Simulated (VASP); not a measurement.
# H19C2NO8 in VASP: a series of runs, part 2 of 2

VASP 6.6.1.

### 3 Single point, PBE+D3(BJ)

Input file INCAR:

```
SYSTEM = H19C2NO8
ALGO = Normal ; EDIFF = 1E-6
ENCUT = 520 ; GGA = PE
GGA_COMPAT = .False. ; ISIF = 2
ISMEAR = -1 ; IVDW = 12
LASPH = .True. ; LCHARG = .True.
LELF = .True. ; LREAL = .False.
LVHAR = .True. ; LWAVE = .False.
NBANDS = 61 ; NELM = 120
PREC = Accurate ; SIGMA = 0.02
```

Input file KPOINTS:

```
k-points
0
Gamma
  1 1 1
  0 0 0
```

Input file POSCAR:

```
H19C2NO8
1.0
    6.8894190000      0.0000000000      0.0000000000
    0.0000000000      6.8894190000      0.0000000000
    0.0000000000      0.0000000000      6.8894190000
O H C N
8 19 2 1
Direct
   -0.0195081762      0.2089145688      0.6516804973
    0.8883913143      0.9813019066      0.9020499406
    0.6199361659      0.6487920099      0.0563472769
    0.5585231498      0.1330736307      0.6031568119
    0.4257833643      0.0402210985      0.0440675767
    0.1884629168      0.8104456994      0.6489661900
    0.1661388283      0.4795759991      0.4257253043
    0.8232624551      0.3028121820      0.2220506548
   -0.0832581093      0.2905905418      0.7574513903
    0.0766682938      0.3054393992      0.5957686708
    1.0192441482      1.0259065387      0.9459143071
    0.8802338775      0.8584178143      0.9655821485
    0.6031132669      0.7898634123      0.0357649898
    0.6892453486      0.6354091688     -0.0723283052
    0.4193967590      0.1088480756      0.5946945599
    0.6292112586      0.0475947246      0.7008428432
    0.5095494990      0.0991665625      0.1338719564
    0.4367421984      0.1634390360     -0.0368681307
    0.1623649251      0.6831200135      0.5767249749
    0.0951168742      0.8317537371      0.7454910204
    0.2704146750      0.5685530231      0.4009481786
    0.0772488943      0.4535796124      0.3124211200
    0.7457232606      0.3910779704      0.1553541743
    0.7802109293      0.2652037857      0.3465749434
    0.6708548283      0.6119093642      0.3229009587
    0.4579631461      0.7295245071      0.4173356273
    0.6826410181      0.8461090841      0.4035028208
    0.6269178867      0.7032523352      0.4352181222
    0.7257506039      0.6214747572      0.6152478170
    0.8012431818      0.5621083578      0.7501358242
```

Potentials or basis: VASP PAW PBE potentials, release 64 (O, H, C, N).

Run with:

```bash
cat potpaw_PBE.64/O/POTCAR potpaw_PBE.64/H/POTCAR potpaw_PBE.64/C/POTCAR potpaw_PBE.64/N/POTCAR > POTCAR
mpirun -np 1 vasp_gam > vasp.out
```

OUTCAR:

```text
SYSTEM = H19C2NO8
   EDIFF = 1E-6
   ENCUT = 520
   GGA = PE
   ISIF = 2
   ISMEAR = -1
   IVDW = 12
   LASPH = .True.
   LREAL = .False.
   NELM = 120
   PREC = Accurate
 IVDW          = 12

 ion  position               nearest neighbor table
   1  0.980  0.209  0.652-  10 1.01   9 1.02
   2  0.888  0.981  0.902-  12 0.95  11 1.00
   3  0.620  0.649  0.056-  13 0.99  14 1.01
   4  0.559  0.133  0.603-  15 0.97  16 1.02
   5  0.426  0.040  0.044-  17 0.94  18 1.02
   6  0.188  0.810  0.649-  20 0.94  19 1.02
   7  0.166  0.480  0.426-  21 0.96  22 1.01
   8  0.823  0.303  0.222-  23 0.93  24 0.94
   9  0.917  0.291  0.757-   1 1.02
  10  0.077  0.305  0.596-   1 1.01
  11  0.019  0.026  0.946-   2 1.00
  12  0.880  0.858  0.966-   2 0.95
  13  0.603  0.790  0.036-   3 0.99
  14  0.689  0.635  0.928-   3 1.01
[... 11 lines left out ...]
  26  0.458  0.730  0.417-  28 1.18
  27  0.683  0.846  0.404-  28 1.08
  28  0.627  0.703  0.435-  25 1.04  27 1.08  26 1.18  29 1.52
  29  0.726  0.621  0.615-  30 1.14  28 1.52
  30  0.801  0.562  0.750-  29 1.14

  LATTYP: Found a simple cubic cell.
 ALAT       =     6.8894190000

  Lattice vectors:

 A1 = (   6.8894190000,   0.0000000000,   0.0000000000)
 A2 = (   0.0000000000,   6.8894190000,   0.0000000000)
 A3 = (   0.0000000000,   0.0000000000,   6.8894190000)

Analysis of symmetry for initial positions (statically):
=====================================================================
 Subroutine PRICEL returns:
 Original cell was already a primitive cell.

 Routine SETGRP: Setting up the symmetry group for a
 simple cubic supercell.

 Subroutine GETGRP returns: Found  1 space group operations
 (whereof  1 operations were pure point group operations)
[... 166 lines left out ...]
   IMIX   =      4    mixing-type and parameters
     AMIX     =   0.40;   BMIX     =  1.00
     AMIX_MAG =   1.60;   BMIX_MAG =  1.00
  volume/ion in A,a.u.               =      10.90        73.56
  Fermi-wavevector in a.u.,A,eV,Ry     =   1.023895  1.934882 14.263826  1.048362
  Thomas-Fermi vector in A             =   2.157653
   LORBIT       =      0    0 simple, 1 ext, 2 COOP (PROOUT), +10 PAW based schemes
   GGA     = PE    functional components
   LHFCALC =     F    Hartree Fock is set to
   AEXX    =    0.0000 exact exchange contribution
   IVDW    =    12    specifies the selected vdW correction
   LEPSILON=     F    determine dielectric tensor
   LRPA    =     F    only Hartree local field effects (RPA)
 non-spin polarized calculation
  energy-cutoff  :      520.00
  volume of cell :      327.00
 maximum number of plane-waves:      4415
 NGX is ok and might be reduce to    50
   NGX = 25   NGY = 25   NGZ = 25

 number of electron      80.0000015 magnetization

 Free energy of the ion-electron system (eV)
  ---------------------------------------------------
  ext. energy  EPLUGINS =         0.00000000
  ---------------------------------------------------
  free energy    TOTEN  =      -150.10835285 eV

  energy without entropy =     -150.10835285  energy(sigma->0) =     -150.10835285

 E-fermi :  -2.3985     XC(G=0):  -6.6480

 val. band max:       -2.9628474575   @ k =   0.0000   0.0000   0.0000
 cond. band min:       0.8576292949   @ k =   0.0000   0.0000   0.0000
 fundamental gap:      3.8204767524
 Fermi energy:        -2.3984694015

 k-point     1 :       0.0000    0.0000    0.0000
  band No.  band energies     occupation
      1     -22.8863      2.00000
      2     -22.7344      2.00000
      3     -22.5286      2.00000
      4     -22.3644      2.00000
      5     -22.0494      2.00000
      6     -21.4621      2.00000
[... 44 lines left out ...]
     51       5.5875      0.00000
     52       5.7414      0.00000
 [bands above 52 left out]

------------------------ aborting loop because EDIFF is reached ----------------------------------------

 Edisp (eV)   -1.10723

 E8    (eV) :    -0.2406

  FORCE on cell =-STRESS in cart. coord.  units (eV):
  Direction    XX          YY          ZZ          XY          YZ          ZX
  --------------------------------------------------------------------------------------
  -------------------------------------------------------------------------------------
  Total      -2.58086     1.09582     8.10864    -0.30032     1.82101    -5.58478
  in kB     -12.64527     5.36909    39.72928    -1.47145     8.92227   -27.36332
  external pressure =       10.82 kB  Pullay stress =        0.00 kB

 VOLUME and BASIS-vectors are now :
 -----------------------------------------------------------------------------
  energy-cutoff  :      520.00
  volume of cell :      327.00
      direct lattice vectors                 reciprocal lattice vectors
     6.889419000  0.000000000  0.000000000     0.145150121  0.000000000  0.000000000
     0.000000000  6.889419000  0.000000000     0.000000000  0.145150121  0.000000000
     0.000000000  0.000000000  6.889419000     0.000000000  0.000000000  0.145150121

 POSITION                                       TOTAL-FORCE (eV/Angst)
 -----------------------------------------------------------------------------------
      6.75502      1.43930      4.48970         0.685803      2.252176      0.544237
      6.12050      6.76060      6.21460         1.162498      0.201674      0.504441
      4.27100      4.46980      0.38820         0.604330      0.999179     -1.269729
      3.84790      0.91680      4.15540         1.026091     -0.282418      0.617406
      2.93340      0.27710      0.30360        -0.626202      1.617926     -2.123257
      1.29840      5.58350      4.47100         1.995289     -1.573949     -2.470699
[... 22 lines left out ...]
      5.00000      4.28160      4.23870        -3.573419      2.492055     -4.420210
      5.52010      3.87260      5.16800         1.661331     -1.170797      1.778916
 -----------------------------------------------------------------------------------
    total drift:                               -0.001466      0.000501     -0.000210

  FREE ENERGIE OF THE ION-ELECTRON SYSTEM (eV)
  ---------------------------------------------------
  free  energy   TOTEN  =      -151.2155859340 eV

  energy  without entropy=     -151.2155859340  energy(sigma->0) =     -151.21558593
```

stdout:

```text
POSCAR found type information on POSCAR O H C N
 POSCAR found :  4 types and      30 ions
 scaLAPACK will be used
 -----------------------------------------------------------------------------
|                                                                             |
|                                                                             |
|     You have a (more or less) 'large supercell' and for larger cells it     |
|     might be more efficient to use real-space projection operators.         |
|     Therefore, try LREAL= Auto in the INCAR file.                           |
|     Mind: For very accurate calculation, you might also keep the            |
|     reciprocal projection scheme (i.e. LREAL=.FALSE.).                      |
|                                                                             |
 -----------------------------------------------------------------------------

 LDA part: xc-table for (Slater+PW92), standard interpolation
 POSCAR, INCAR and KPOINTS ok, starting setup
 FFT: planning ... GRIDC
 FFT: planning ... GRID_SOFT
 FFT: planning ... GRID
 WAVECAR not read
 entering main loop
```

Run time: 37 s. Hardware: 1 thread of Intel Xeon Platinum 8559C (Emerald Rapids), shared host; peak memory 0.4 GiB.

What came out:

* Free energy: -151.2156 eV
* Pressure: 1.1 GPa
* Largest force: 6.206 eV/Å
* Band gap on the k mesh: 3.82 eV
* Dispersion energy per atom: -0.037 eV

Forces on the atoms (eV/Å):
```
O    0.686  2.252  0.544
O    1.162  0.202  0.504
O    0.604  0.999 -1.270
O    1.026 -0.282  0.617
O   -0.626  1.618 -2.123
O    1.995 -1.574 -2.471
O   -1.081 -0.775 -0.322
O    2.709 -1.265 -0.607
H    0.696 -1.012 -1.479
H   -0.994 -0.906  0.417
H   -1.091  0.172 -0.466
H   -0.317 -0.992  0.711
H   -0.885 -0.022  0.864
H   -0.266 -1.136  0.658
H    0.226 -0.660  0.499
H   -1.287  1.015 -1.195
H    1.503  0.041  2.510
H   -0.820 -1.658 -0.314
H   -0.468  1.638  1.551
H   -1.691  0.199  0.987
H    0.498 -0.038 -1.045
H    0.770  0.333  0.682
H   -1.664  1.602 -0.692
H   -0.872 -0.193  1.565
H    0.425 -1.033 -1.508
H    2.179 -0.622  1.219
H    0.522  0.534  0.167
C   -1.027  0.242  2.639
C   -3.573  2.492 -4.420
N    1.661 -1.171  1.779
```

Caveat: the k points lie up to 0.91 Å⁻¹ apart.
